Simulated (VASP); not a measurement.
# AgAs2 (I4/mmm) in VASP: notebook

AgAs2 is run at these levels: PBE; tasks: single point, relaxation of cell and atoms.

Everything below comes from runs of VASP 6.6.1. Logs are shortened: lines on timing, memory, paths and dates and some standing lists are left out, and cuts for length are marked.

## Step 1: The cell of the first run

It takes space group I4/mmm (No. 139, tetragonal). Conventional cell: a = 3.666 Å, b = 3.666 Å, c = 9.096 Å, α = 90.00°, β = 90.00°, γ = 90.00°. Within 3.7 Å of Ag (site symmetry 4/mmm) lie 10 As at 2.74 to 3.16 Å and 4 Ag at 3.67 Å. As (site symmetry 4mm) has 5 Ag at 2.74 to 3.16 Å and 9 As at 2.76 to 3.67 Å within 3.7 Å.

## Step 2: Single point, PBE

Input file INCAR:

```
SYSTEM = AgAs2
PREC = Accurate
ENCUT = 520
EDIFF = 1E-6
ISMEAR = 0
SIGMA = 0.1
LREAL = .False.
LASPH = .True.
NELM = 80
ALGO = Normal
ISIF = 2
LWAVE = .False.
LCHARG = .True.
GGA = PE
LELF = .True.
LVHAR = .True.
NBANDS = 18
```

Input file KPOINTS:

```
regular mesh
0
Gamma
  6 6 6
  0 0 0
```

Input file POSCAR:

```
AgAs2
1.0
   -1.8327701664      1.8327701664      4.5479210401
    1.8327701664     -1.8327701664      4.5479210401
    1.8327701664      1.8327701664     -4.5479210401
Ag As
1 2
Direct
    0.0000000000      0.0000000000      0.0000000000
    0.6986111877      0.6986111877      0.0000000000
    0.3013888123      0.3013888123      0.0000000000
```

Potentials or basis: VASP PAW PBE potentials, release 64 (Ag, As).

The run is started by

```bash
$ cat potpaw_PBE.64/Ag/POTCAR potpaw_PBE.64/As/POTCAR > POTCAR
$ mpirun -np 1 vasp_std > vasp.out
```

OUTCAR:

```text
SYSTEM = AgAs2
   PREC = Accurate
   ENCUT = 520
   EDIFF = 1E-6
   ISMEAR = 0
   LREAL = .False.
   LASPH = .True.
   NELM = 80
   ISIF = 2
   GGA = PE

 ion  position               nearest neighbor table
   1  0.000  0.000  0.000-   2 2.74   3 2.74   2 3.16   3 3.16   2 3.16   2 3.16   2 3.16   3 3.16
                             3 3.16   3 3.16
   2  0.699  0.699  0.000-   1 2.74   3 2.76   3 2.76   3 2.76   3 2.76   1 3.16   1 3.16   1 3.16
                             1 3.16
   3  0.301  0.301  0.000-   1 2.74   2 2.76   2 2.76   2 2.76   2 2.76   1 3.16   1 3.16   1 3.16
                             1 3.16

  LATTYP: Found a body centered tetragonal cell.
 ALAT       =     3.6655403328
 C/A-ratio  =     2.4814464593

  Lattice vectors:

 A1 = (  -1.8327701664,   1.8327701664,   4.5479210401)
 A2 = (   1.8327701664,  -1.8327701664,   4.5479210401)
 A3 = (   1.8327701664,   1.8327701664,  -4.5479210401)

Analysis of symmetry for initial positions (statically):
=====================================================================
 Subroutine PRICEL returns:
 Original cell was already a primitive cell.

 Routine SETGRP: Setting up the symmetry group for a
 body centered tetragonal supercell.

 Subroutine GETGRP returns: Found 16 space group operations
 (whereof 16 operations were pure point group operations)
 out of a pool of 16 trial point group operations.

The static configuration has the point symmetry D_4h.

Analysis of symmetry for dynamics (positions and initial velocities):
=====================================================================
 Subroutine PRICEL returns:
 Original cell was already a primitive cell.

 Routine SETGRP: Setting up the symmetry group for a
 body centered tetragonal supercell.

 Subroutine GETGRP returns: Found 16 space group operations
 (whereof 16 operations were pure point group operations)
 out of a pool of 16 trial point group operations.

The dynamic configuration has the point symmetry D_4h.

 Subroutine INISYM returns: Found 16 space group operations
 (whereof 16 operations are pure point group operations),
 and found     1 'primitive' translations

----------------------------------------------------------------------------------------

                                     Primitive cell

  volume of cell :      61.1067

  direct lattice vectors                    reciprocal lattice vectors
    -1.832770166  1.832770166  4.547921040     0.000000000  0.272811075  0.109940343
     1.832770166 -1.832770166  4.547921040     0.272811075  0.000000000  0.109940343
     1.832770166  1.832770166 -4.547921040     0.272811075  0.272811075  0.000000000

  length of vectors
     5.234661283  5.234661283  5.234661283     0.294130518  0.294130518  0.385813123

  position of ions in fractional coordinates (direct lattice)
     0.000000000  0.000000000  0.000000000
     0.698611188  0.698611188  0.000000000
     0.301388812  0.301388812  0.000000000

  ion indices of the primitive-cell ions
   primitive index   ion index
                 1           1
                 2           2
                 3           3

----------------------------------------------------------------------------------------

 KPOINTS: regular mesh

Automatic generation of k-mesh.
 Grid dimensions read from file:
 generate k-points for:    6    6    6

 Generating k-lattice:

  Cartesian coordinates                     Fractional coordinates (reciprocal lattice)
     0.000000000  0.045468513  0.018323391     0.166666667  0.000000000 -0.000000000
     0.045468513  0.000000000  0.018323391     0.000000000  0.166666667 -0.000000000
     0.045468513  0.045468513  0.000000000     0.000000000  0.000000000  0.166666667

  Length of vectors
     0.049021753  0.049021753  0.064302187

  Shift w.r.t. Gamma in fractional coordinates (k-lattice)
     0.000000000  0.000000000  0.000000000

 Subroutine IBZKPT returns following result:
 ===========================================

 Found     30 irreducible k-points:

 Following reciprocal coordinates:
            Coordinates               Weight
  0.000000  0.000000  0.000000      1.000000
  0.166667  0.000000 -0.000000      8.000000
  0.333333  0.000000 -0.000000      8.000000
  0.500000  0.000000 -0.000000      4.000000
  0.166667  0.166667  0.000000      8.000000
  0.333333  0.166667 -0.000000     16.000000
[... 16 lines left out ...]
 -0.333333 -0.333333  0.166667      8.000000
 -0.166667 -0.333333  0.166667      8.000000
 [... further k-points ...]
   k-points           NKPTS =     30   k-points in BZ     NKDIM =     30   number of bands    NBANDS=     18
   number of dos      NEDOS =    301   number of ions     NIONS =      3
   total plane-waves  NPLWV =  64000
   dimension x,y,z NGX =    40 NGY =   40 NGZ =   40
   dimension x,y,z NGXF=    80 NGYF=   80 NGZF=   80
   ions per type =               1   2
   NGX,Y,Z   is equivalent  to a cutoff of  12.70, 12.70, 12.70 a.u.
   NGXF,Y,Z  is equivalent  to a cutoff of  25.41, 25.41, 25.41 a.u.
 SYSTEM =  AgAs2
   PREC   = accura    normal or accurate (medium, high low for compatibility)
   ISTART =      0    job   : 0-new  1-cont  2-samecut
   ICHARG =      2    charge: 1-file 2-atom 10-const
   ISPIN  =      1    spin polarized calculation?
   LNONCOLLINEAR =      F non collinear calculations
   LSORBIT =      F    spin-orbit coupling
   LASPH  =      T    aspherical Exc in radial PAW
   ENCUT  =  520.0 eV  38.22 Ry    6.18 a.u.   9.73  9.73  9.73*2*pi/ulx,y,z
   NELM   =     80;   NELMIN=  2; NELMDL= -5     # of ELM steps
   EDIFF  = 0.1E-05   stopping-criterion for ELM
   LREAL  =      F    real-space projection
   EDIFFG = 0.1E-04   stopping-criterion for IOM
   NSW    =      0    number of steps for IOM
   IBRION =     -1    ionic relax: 0-MD 1-quasi-New 2-CG
   NFREE  =      0    steps in history (QN), initial steepest desc. (CG)
   ISIF   =      2    stress and relaxation
   ISYM   =      2    0-nonsym 1-usesym 2-fastsym
   POTIM  = 0.5000    time-step for ionic-motion
   TEBEG  =    0.0;   TEEND  =   0.0 temperature during run
   PSTRESS=    0.0 pullay stress
   NELECT =      21.0000    total number of electrons
   NUPDOWN=      -1.0000    fix difference up-down
   EMIN   =  10.00;   EMAX   =-10.00  energy-range for DOS
   EFERMI =   0.00;   METHOD = LEGACY
   ISMEAR =     0;   SIGMA  =   0.10  broadening in eV -4-tet -1-fermi 0-gaus
   EFERMI_NEDOS =   21; number of points for ismear=-14 and -15
   IALGO  =     38    algorithm
   IMIX   =      4    mixing-type and parameters
     AMIX     =   0.40;   BMIX     =  1.00
     AMIX_MAG =   1.60;   BMIX_MAG =  1.00
  volume/ion in A,a.u.               =      20.37       137.46
  Fermi-wavevector in a.u.,A,eV,Ry     =   1.146705  2.166958 17.890734  1.314932
  Thomas-Fermi vector in A             =   2.283388
   LORBIT       =      0    0 simple, 1 ext, 2 COOP (PROOUT), +10 PAW based schemes
   GGA     = PE    functional components
   LHFCALC =     F    Hartree Fock is set to
   AEXX    =    0.0000 exact exchange contribution
   IVDW    =     0    specifies the selected vdW correction
   LEPSILON=     F    determine dielectric tensor
   LRPA    =     F    only Hartree local field effects (RPA)
 non-spin polarized calculation
 Gauss-broadening in eV      SIGMA  =   0.10
  energy-cutoff  :      520.00
  volume of cell :       61.11
 maximum number of plane-waves:      1662
   NGX = 19   NGY = 19   NGZ = 19

 number of electron      20.9999999 magnetization

 Free energy of the ion-electron system (eV)
  ---------------------------------------------------
  ext. energy  EPLUGINS =         0.00000000
  ---------------------------------------------------
  free energy    TOTEN  =       -11.13679948 eV

  energy without entropy =      -11.12884051  energy(sigma->0) =      -11.13282000

 E-fermi :   6.0691     XC(G=0): -10.6123

 val. band max:        6.0377129407   @ k =  -0.3333   0.3333   0.3333
 cond. band min:       6.0989119822   @ k =  -0.1667  -0.1667   0.1667
 fundamental gap:      0.0611990415
 Fermi energy:         6.0690909435

 k-point     1 :       0.0000    0.0000    0.0000
  band No.  band energies     occupation
      1      -7.9722      2.00000
      2      -1.4700      2.00000
      3       0.7198      2.00000
      4       1.2295      2.00000
      5       1.2295      2.00000
      6       1.4573      2.00000
[... 10 lines left out ...]
     17      14.4194      0.00000
     18      15.2716      0.00000

 k-point     2 :       0.1667    0.0000   -0.0000
  band No.  band energies     occupation
      1      -7.6693      2.00000
      2      -2.1747      2.00000
      3       0.8752      2.00000
      4       1.3520      2.00000
      5       1.4881      2.00000
      6       1.5627      2.00000
[... 10 lines left out ...]
     17      13.0655      0.00000
     18      16.5518      0.00000

 k-point     3 :       0.3333    0.0000   -0.0000
  band No.  band energies     occupation
      1      -6.7844      2.00000
      2      -3.7192      2.00000
      3       1.0769      2.00000
      4       1.2193      2.00000
      5       1.5739      2.00000
      6       1.7996      2.00000
[... 10 lines left out ...]
     17      13.4796      0.00000
     18      14.6222      0.00000

 k-point     4 :       0.5000    0.0000   -0.0000
  band No.  band energies     occupation
      1      -5.4252      2.00000
      2      -5.3770      2.00000
      3       0.9279      2.00000
      4       1.3460      2.00000
      5       1.6203      2.00000
      6       1.7885      2.00000
[... 10 lines left out ...]
     17      14.4021      0.00000
     18      16.3868      0.00000

 k-point     5 :       0.1667    0.1667    0.0000
  band No.  band energies     occupation
      1      -7.3332      2.00000
      2      -2.5970      2.00000
      3       0.9147      2.00000
      4       1.1089      2.00000
      5       1.5972      2.00000
      6       1.6125      2.00000
[... 10 lines left out ...]
     17      14.1256      0.00000
     18      14.9897      0.00000

 k-point     6 :       0.3333    0.1667   -0.0000
  band No.  band energies     occupation
      1      -6.4445      2.00000
      2      -3.7452      2.00000
      3       0.7590      2.00000
      4       1.0320      2.00000
      5       1.5807      2.00000
      6       1.6516      2.00000
[... 10 lines left out ...]
     17      14.1272      0.00000
     18      15.2496      0.00000

 k-point     7 :       0.5000    0.1667    0.0000
  band No.  band energies     occupation
      1      -5.2789      2.00000
      2      -5.0995      2.00000
      3       0.8770      2.00000
      4       1.1747      2.00000
      5       1.4499      2.00000
      6       1.6401      2.00000
[... 10 lines left out ...]
     17      13.5768      0.00000
     18      16.9419      0.00000

 k-point     8 :      -0.3333    0.1667    0.0000
  band No.  band energies     occupation
      1      -6.5864      2.00000
      2      -3.5582      2.00000
      3       0.8216      2.00000
      4       1.0630      2.00000
      5       1.5508      2.00000
      6       1.5987      2.00000
[... 10 lines left out ...]
     17      15.0644      0.00000
     18      15.3359      0.00000
[... 229 lines left out ...]
     17      14.2002      0.00000
     18      16.2993      0.00000

 k-point    20 :       0.5000    0.5000    0.1667
  band No.  band energies     occupation
      1      -5.5201      2.00000
      2      -4.0741      2.00000
      3       0.5274      2.00000
      4       0.6177      2.00000
      5       1.2554      2.00000
      6       1.4990      2.00000
[... 10 lines left out ...]
     17      14.2936      0.00000
     18      16.1363      0.00000

 k-point    21 :      -0.3333    0.5000    0.1667
  band No.  band energies     occupation
      1      -6.2865      2.00000
      2      -3.9160      2.00000
      3       0.2499      2.00000
      4       1.2010      2.00000
      5       1.5862      2.00000
      6       1.6862      2.00000
[... 10 lines left out ...]
     17      13.9082      0.00000
     18      15.1222      0.00000

 k-point    22 :      -0.1667    0.5000    0.1667
  band No.  band energies     occupation
      1      -6.6125      2.00000
      2      -3.9052      2.00000
      3       0.3431      2.00000
      4       1.2310      2.00000
      5       1.6481      2.00000
      6       1.6560      2.00000
[... 10 lines left out ...]
     17      14.5469      0.00000
     18      14.5786      0.00000

 k-point    23 :      -0.3333   -0.3333    0.1667
  band No.  band energies     occupation
      1      -7.1535      2.00000
      2      -2.9392      2.00000
      3       0.4952      2.00000
      4       1.1546      2.00000
      5       1.5181      2.00000
      6       1.6141      2.00000
[... 10 lines left out ...]
     17      13.7834      0.00000
     18      14.7367      0.00000

 k-point    24 :      -0.1667   -0.3333    0.1667
  band No.  band energies     occupation
      1      -7.5196      2.00000
      2      -2.5585      2.00000
      3       0.8367      2.00000
      4       1.1726      2.00000
      5       1.5013      2.00000
      6       1.5451      2.00000
[... 10 lines left out ...]
     17      13.7939      0.00000
     18      14.7674      0.00000

 [... further k-points ...]
[... 5 lines left out ...]
  --------------------------------------------------------------------------------------
  -------------------------------------------------------------------------------------
  Total        0.0969858      0.0969858     -0.0452410      0.0000000      0.0000000      0.0000000
  in kB        2.5429032      2.5429032     -1.1861879      0.0000000      0.0000000      0.0000000
  external PRESSURE =       1.2998729 kB  Pullay stress =       0.0000000 kB

 VOLUME and BASIS-vectors are now :
 -----------------------------------------------------------------------------
  energy-cutoff  :      520.00
  volume of cell :       61.11
      direct lattice vectors                 reciprocal lattice vectors
    -1.832770166  1.832770166  4.547921040     0.000000000  0.272811075  0.109940343
     1.832770166 -1.832770166  4.547921040     0.272811075  0.000000000  0.109940343
     1.832770166  1.832770166 -4.547921040     0.272811075  0.272811075  0.000000000

 POSITION                                       TOTAL-FORCE (eV/Angst)
 -----------------------------------------------------------------------------------
      0.00000      0.00000      0.00000         0.000000      0.000000     -0.000000
      0.00000      0.00000      6.35446        -0.000000     -0.000000     -0.032345
      0.00000      0.00000      2.74139         0.000000      0.000000      0.032345
 -----------------------------------------------------------------------------------
    total drift:                               -0.000000      0.000000      0.000000

  FREE ENERGIE OF THE ION-ELECTRON SYSTEM (eV)
  ---------------------------------------------------
  free  energy   TOTEN  =       -11.1367994837 eV

  energy  without entropy=      -11.1288405148  energy(sigma->0) =      -11.13282000
```

Wall time 58 s (1 thread of Intel Xeon Platinum 8259CL at 2.50GHz (Skylake/Cascade Lake), shared host); peak memory 0.24 GiB.

What came out:

* Free energy: -11.1368 eV
* Pressure: 0.1 GPa
* Largest force: 0.032 eV/Å
* Band gap on the k mesh: zero (an odd number of electrons rules out a gap without spin polarisation)

Forces in eV/Å, atoms in the order of the input:
```
Ag   0.000  0.000  0.000
As   0.000  0.000 -0.032
As   0.000  0.000  0.032
```

Stress tensor (GPa, compression positive):
```
 0.25  0.00  0.00
 0.00  0.25  0.00
 0.00  0.00 -0.12
```

Caveat: an odd number of electrons without spin polarisation forces a metal; a magnetic or distorted state may lie lower.

(Continued in part 2 of 2.)

The gap in the log of VASP goes by the Fermi energy; the results here count the filled bands.